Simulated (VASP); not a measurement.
Input of a VASP 6.6.1 run:

INCAR

```
SYSTEM = NaAl18
PREC = Accurate
ENCUT = 520
EDIFF = 1E-7
ISMEAR = -1
SIGMA = 0.1
LREAL = Auto
LASPH = .True.
NELM = 60
ALGO = Normal
ISIF = 2
LWAVE = .False.
LCHARG = .False.
GGA = PE
NBANDS = 46
```

File KPOINTS:

```
Automatic mesh
0
Gamma
  3 2 1
  0 0 0
```

The input POSCAR:

```
NaAl18
1.0
    5.7275650000      0.0000000000      0.0000000000
    4.2956740000      7.4403250000      0.0000000000
    0.0000000000      0.0000000000     15.6765370000
Al Na
18 1
Direct
    0.1666665958      0.1111111410      0.0637895984
    0.6666666831      0.1111111410      0.0637895984
    0.1666667458      0.4444444295      0.0637895984
    0.6666666585      0.4444444295      0.0637895984
    0.1666666204      0.7777778524      0.0637895984
    0.6666665331      0.7777778524      0.0637895984
   -0.1663804773      0.2217444802      0.2141289878
    0.3341598570      0.2211540491      0.2141299446
   -0.1648299760      0.5535630500      0.2123530216
    0.3337740759      0.5545428459      0.2137334923
   -0.1683381191      0.8903132592      0.2143981799
    0.3327750896      0.8903089583      0.2140878435
   -0.0026339945      0.0029006797      0.3646639561
    0.5001741888     -0.0000559115      0.3659475942
    0.0023323040      0.3310022076      0.3646505603
    0.4996891604      0.3330252375      0.3661235897
   -0.0047469589      0.6641266343      0.3599887526
    0.5088487782      0.6637253077      0.3598759726
    0.2154598447      0.7133310709      0.5237756272
```

Potentials or basis: VASP PAW PBE potentials, release 64 (Al, Na_pv).

The run is started by

```sh
$ cat potpaw_PBE.64/Al/POTCAR potpaw_PBE.64/Na_pv/POTCAR > POTCAR
$ mpirun -np 1 vasp_std > vasp.out
```

Problem. Predict the largest force.

Solution. 0.048 eV/Å.

Forces on the atoms (eV/Å):
```
Al   0.015  0.002 -0.015
Al  -0.012  0.012 -0.001
Al   0.010 -0.043 -0.016
Al  -0.014 -0.012 -0.025
Al   0.018  0.014  0.039
Al  -0.017  0.020 -0.003
Al   0.000 -0.005  0.024
Al   0.002 -0.002  0.012
Al   0.000 -0.005 -0.011
Al   0.003 -0.005  0.004
Al   0.003  0.010  0.005
Al  -0.002  0.009 -0.003
Al  -0.005 -0.029  0.010
Al   0.005 -0.012  0.001
Al  -0.005  0.001 -0.009
Al   0.002  0.020 -0.011
Al  -0.022 -0.003 -0.014
Al   0.020  0.005 -0.017
Na   0.000  0.025  0.031
```

Caveat: the k points lie up to 0.42 Å⁻¹ apart.
